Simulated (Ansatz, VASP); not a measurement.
# BaZrO3: VASP beside Ansatz

The input INCAR:

```
SYSTEM = BaZrO3
PREC = Accurate
ENCUT = 600
EDIFF = 1E-6
ISMEAR = 0
SIGMA = 0.05
LREAL = .False.
LASPH = .True.
NELM = 120
ALGO = Normal
ISIF = 2
LWAVE = .False.
LCHARG = .False.
GGA = PE
NBANDS = 96
GGA_COMPAT = .False.
```

File KPOINTS:

```
Automatic mesh
0
Gamma
  1 1 2
  0 0 0
```

Contents of POSCAR:

```
BaZrO3
1.0
    8.3826800000      0.0000000000      0.0000000000
    0.0000000000      8.3826800000      0.0000000000
    0.0000000000      0.0000000000      4.1913400000
Ba Zr O
4 4 12
Direct
    0.0000000000      0.0000000000      0.0000000000
    0.0000000000      0.5000000000      0.0000000000
    0.5000000000      0.0000000000      0.0000000000
    0.5000000000      0.5000000000      0.0000000000
    0.2500000000      0.2500000000      0.5000000000
    0.2500000000      0.7500000000      0.5000000000
    0.7500000000      0.2500000000      0.5000000000
    0.7500000000      0.7500000000      0.5000000000
    0.0000000000      0.2500000000      0.5000000000
    0.2500000000      0.0000000000      0.5000000000
    0.2500000000      0.2500000000      0.0000000000
    0.0000000000      0.7500000000      0.5000000000
    0.2500000000      0.5000000000      0.5000000000
    0.2500000000      0.7500000000      0.0000000000
    0.5000000000      0.2500000000      0.5000000000
    0.7500000000      0.0000000000      0.5000000000
    0.7500000000      0.2500000000      0.0000000000
    0.5000000000      0.7500000000      0.5000000000
    0.7500000000      0.5000000000      0.5000000000
    0.7500000000      0.7500000000      0.0000000000
```

Input for Ansatz:

```yaml
crystal:
  lattice:
    - [4.19134, 0.0, 0.0]
    - [0.0, 4.19134, 0.0]
    - [0.0, 0.0, 4.19134]
  atoms:
    - { symbol: Ba, position: [0.0, 0.0, 0.0] }
    - { symbol: Zr, position: [0.5, 0.5, 0.5] }
    - { symbol: O, position: [0.0, 0.5, 0.5] }
    - { symbol: O, position: [0.5, 0.0, 0.5] }
    - { symbol: O, position: [0.5, 0.5, 0.0] }
  supercell: [2, 2, 1]
basis:
  ecutwfc: 517.016338673772
kpoints:
  mp_grid:
    grid: [1, 1, 2]
scf:
  occupations:
    method: gaussian
    width: 0.05
output:
  eigenvalues: true
```

Alike in both runs: task single point; functional PBE; k mesh 1 × 1 × 2; occupations gaussian, width 0.05 eV; no spin polarisation.

```csv
,VASP,Ansatz
version,VASP 6.6.1,Ansatz 0.2.0
potentials or method,"VASP PAW PBE potentials, release 64 (Ba_sv, Zr_sv, O), cutoff 600 eV","plane waves, PAW"
valence electrons in the cell,160,160
```

```csv
,VASP,Ansatz,Ansatz less VASP
gap on the k mesh at the Fermi level (eV),2.99,3.04,+0.051
```

The k mesh is coarse, so the values compare programs but aren't converged. Neither program's run includes spin-orbit coupling.
